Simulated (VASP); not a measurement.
Here is a VASP 6.6.1 calculation.

Contents of INCAR:

```
SYSTEM = TiSi16
PREC = Accurate
ENCUT = 520
EDIFF = 1E-6
ISMEAR = 0
SIGMA = 0.02
LREAL = Auto
LASPH = .True.
NELM = 100
ALGO = Normal
ISIF = 2
LWAVE = .False.
LCHARG = .False.
GGA = PE
NBANDS = 52
```

The input KPOINTS:

```
regular mesh
0
Gamma
  2 2 2
  0 0 0
```

File POSCAR:

```
TiSi16
1.0
    0.0000000000      5.4300000000      5.4300000000
    5.4300000000      0.0000000000      5.4300000000
    5.4300000000      5.4300000000      0.0000000000
Si Ti
16 1
Direct
   -0.0002431860      0.0141807551     -0.0127759669
    0.1114003683      0.1258961326      0.1370609576
   -0.0318169429      0.0116931860      0.5082550645
    0.1137948435      0.1570524862      0.6159760589
   -0.0002652855      0.4991185083     -0.0129420810
    0.1435700737      0.6429255064      0.0707347145
    0.0180900552      0.5173171271      0.4467841621
    0.1136327808      0.6129764273      0.6158462247
    0.4826545120     -0.0179740331      0.0536346225
    0.6265511971      0.1259034991      0.1371101289
    0.5124259669      0.0116114180      0.5083707182
    0.6079390424      0.1071716390      0.6775924494
    0.5148383057      0.4991193370     -0.0127758748
    0.6265151934      0.6107678637      0.1370962247
    0.5124739411      0.4673969613      0.5082610497
    0.6578229282      0.6130849908      0.6159774401
    0.3130387661      0.8122630755      0.5620606814
```

Potentials or basis: VASP PAW PBE potentials, release 64 (Si, Ti_sv).

Launch:

```sh
$ cat potpaw_PBE.64/Si/POTCAR potpaw_PBE.64/Ti_sv/POTCAR > POTCAR
$ mpirun -np 1 vasp_std > vasp.out
```

What does it give for the largest force?

0.024 eV/Å.

Estimate the band gap on the k mesh.

zero (bands 38 and 39 overlap by 0.19 eV).

Estimate the pressure.

5.7 GPa.

Forces on the atoms (eV/Å):
```
Si  -0.022 -0.004  0.004
Si   0.004  0.020 -0.004
Si  -0.009 -0.003  0.008
Si   0.009  0.008 -0.009
Si  -0.004 -0.004  0.020
Si  -0.001  0.000  0.000
Si   0.010  0.009 -0.010
Si   0.009  0.012 -0.001
Si  -0.002 -0.002  0.000
Si   0.004  0.004 -0.020
Si  -0.008 -0.010  0.004
Si  -0.012 -0.011  0.011
Si  -0.006 -0.023  0.003
Si   0.019  0.004 -0.004
Si  -0.001 -0.010  0.007
Si   0.007  0.010 -0.011
Ti   0.004 -0.001  0.001
```

Caveat: the k points lie up to 0.50 Å⁻¹ apart.
